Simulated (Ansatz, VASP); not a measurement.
BiW in VASP and in Ansatz

Contents of INCAR:

```
SYSTEM = BiW
  PREC = Accurate
  ENCUT = 520
  EDIFF = 1E-7
  ISMEAR = 0
  SIGMA = 0.1
  LREAL = .False.
  LASPH = .True.
  NELM = 80
  ALGO = Normal
  ISIF = 2
  LWAVE = .False.
  LCHARG = .False.
  GGA = PE
  NBANDS = 22
```

KPOINTS

```
regular mesh
0
Gamma
  6 6 4
  0 0 0
```

POSCAR

```
BiW
1.0
    3.3496604355      0.0000000000      0.0000000000
   -1.6748302177      2.9008910312      0.0000000000
    0.0000000000      0.0000000000      5.0226765928
Bi W
1 1
Direct
    0.6666666667      0.3333333333      0.0000000000
    0.0000000000      0.0000000000      0.5000000000
```

Input for Ansatz:

```yaml
crystal:
  lattice:
    - [3.3496604355, 0.0, 0.0]
    - [-1.6748302177, 2.9008910312, 0.0]
    - [0.0, 0.0, 5.0226765928]
  atoms:
    - { symbol: Bi, position: [0.6666666667, 0.3333333333, 0.0] }
    - { symbol: W, position: [0.0, 0.0, 0.5] }
basis:
  ecutwfc: 420
kpoints:
  mp_grid: { grid: [6, 6, 4] }
hamiltonian:
  xc: pbe
scf:
  occupations: { method: gaussian, width: 0.1 }
  lower_state_search: "off"
output:
  forces: true
  stress: true
  eigenvalues: true
```

Alike in both runs: task single point; functional PBE; k mesh 6 × 6 × 4; occupations gaussian, width 0.1 eV; no spin polarisation.

|  | VASP | Ansatz |
| --- | --- | --- |
| version | VASP 6.6.1 | Ansatz 0.2.0 |
| potentials or method | VASP PAW PBE potentials, release 64 (Bi_d, W_sv), cutoff 520 eV | scalar-relativistic, plane waves, PAW |
| valence electrons in the cell | 29 | 29 |

```tsv
	VASP	Ansatz	Ansatz less VASP
gap on the k mesh at the Fermi level (eV)	none	none	-
pressure (GPa)	-13.3	-13.3	-0.03
traceless stress, the component that is largest in VASP (GPa)	-6.16	-6.26	-0.101
```

A gap of «none» marks a metal or a gap that the smearing closes.

The k mesh is coarse, so the values compare programs but aren't converged. Neither program's run includes spin-orbit coupling.
